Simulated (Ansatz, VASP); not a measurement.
## KI in VASP and in Ansatz

```
K I
1.0
     7.18172    0.00000    0.00000
     0.00000    7.18172    0.00000
     0.00000    0.00000    7.18172
K I
4 4
Direct
  0.24999 0.24999 0.24999
  0.25001 0.75001 0.74999
  0.74999 0.25001 0.75001
  0.75001 0.74999 0.25001
  0.74930 0.74930 0.74930
  0.75070 0.25070 0.24930
  0.24930 0.75070 0.25070
  0.25070 0.24930 0.75070
```

Alike in both runs: functional PBE; k mesh 4 × 4 × 4; occupations gaussian, width 0.02 eV; no spin polarisation.

Ansatz relaxed the structure, and its values are those at the end. VASP's run is a single point on that final structure, the one shown.

|  | VASP | Ansatz |
| --- | --- | --- |
| version | VASP 6.6.1 | Ansatz 0.2.0 |
| potentials or method | VASP PAW PBE potentials, release 64 (K_sv, I), cutoff 520 eV | scalar-relativistic, plane waves, PAW |
| valence electrons in the cell | 64 | 104 |

|  | VASP | Ansatz | Ansatz less VASP |
| --- | --- | --- | --- |
| gap on the k mesh at the Fermi level (eV) | 3.85 | 3.86 | +0.004 |
| least direct gap on the mesh (eV) | 3.85 | 3.86 | +0.004 |
| pressure (GPa) | 0.0 | 0.0 | -0.02 |
| rms of the force components (eV/Å) | 0.005 | 0.005 | -0.0001 |

VASP's potentials hold 64 valence electrons a cell and Ansatz's 104, so a difference there can come from the potentials and not from the codes.

Neither program's run includes spin-orbit coupling.
